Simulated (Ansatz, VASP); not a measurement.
# Two plane-wave programs on Ga2BAs3

```xyz
6
Lattice="3.8578 0.0000 0.0000 -1.9289 3.3409 0.0000 0.0000 0.0000 9.5018" Properties=species:S:1:pos:R:3 pbc="T T T"
Ga    0.0000    0.0000   -0.1082
Ga    1.9289    1.1136    3.2736
B     0.0000    2.2273    6.2788
As    0.0000    0.0000    6.9151
As    0.0000    2.2273    4.1989
As    1.9289    1.1136    0.8206
```

Alike in both runs: functional PBE; k mesh 6 × 6 × 2; occupations gaussian, width 0.1 eV; no spin polarisation.

Ansatz relaxed the structure, and its values are those at the end. VASP's run is a single point on that final structure, the one shown.

|  | VASP | Ansatz |
| --- | --- | --- |
| version | VASP 6.6.1 | Ansatz 0.2.0 |
| potentials or method | VASP PAW PBE potentials, release 64 (Ga_d, B, As), cutoff 520 eV | scalar-relativistic, plane waves, PAW |
| valence electrons in the cell | 44 | 74 |

```csv
,VASP,Ansatz,Ansatz less VASP
gap on the k mesh at the Fermi level (eV),none,none,-
pressure (GPa),0.0,-0.2,-0.21
rms of the force components (eV/Å),0.011,0.013,+0.0018
```

A gap of «none» marks a metal or a gap that the smearing closes. VASP's potentials hold 44 valence electrons a cell and Ansatz's 74, so a difference there can come from the potentials and not from the codes.
